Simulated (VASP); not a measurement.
Here is a VASP 6.6.1 calculation.

INCAR

```
SYSTEM = GaP
PREC = Accurate
ENCUT = 520
EDIFF = 1E-8
ISMEAR = -1
SIGMA = 0.08
LREAL = .FALSE.
LASPH = .TRUE.
NELM = 80
ALGO = Normal
ISIF = 2
LWAVE = .FALSE.
LCHARG = .FALSE.
GGA = PS
LEFG = .TRUE.
NBANDS = 16
```

Contents of KPOINTS:

```
regular mesh
0
G
  12 12 12
  0 0 0
```

POSCAR

```
GaP
1.0
    0.0000000000      2.7252500000      2.6707450000
    2.7252500000      0.0000000000      2.6707450000
    2.7252500000      2.7252500000      0.0000000000
Ga P
1 1
Direct
    0.0000000000      0.0000000000      0.0000000000
    0.7500000000      0.7500000000      0.7500000000
```

Potentials or basis: VASP PAW PBE potentials, release 64 (Ga_d, P).

Run with:

```sh
$ cat potpaw_PBE.64/Ga_d/POTCAR potpaw_PBE.64/P/POTCAR > POTCAR
$ mpirun -np 1 vasp_std > vasp.out
```

Q: Predict the band gap on the k mesh.

A: 1.24 eV, indirect (least direct gap 1.84 eV).

Q: Estimate the pressure.

A: 1.1 GPa.

Stress tensor (GPa, compression positive):
```
0.63 0.00 0.00
0.00 0.63 0.00
0.00 0.00 2.09
```

Caveat: the cell differs from its parent crystal (zz strain of -2 %); without QUAD_EFG the Cq values of the log hold for a quadrupole moment of 1 mb, not for the nuclei; the PAW data sets were made with another functional, which shifts forces and pressure a little. A k mesh can miss the band edges.
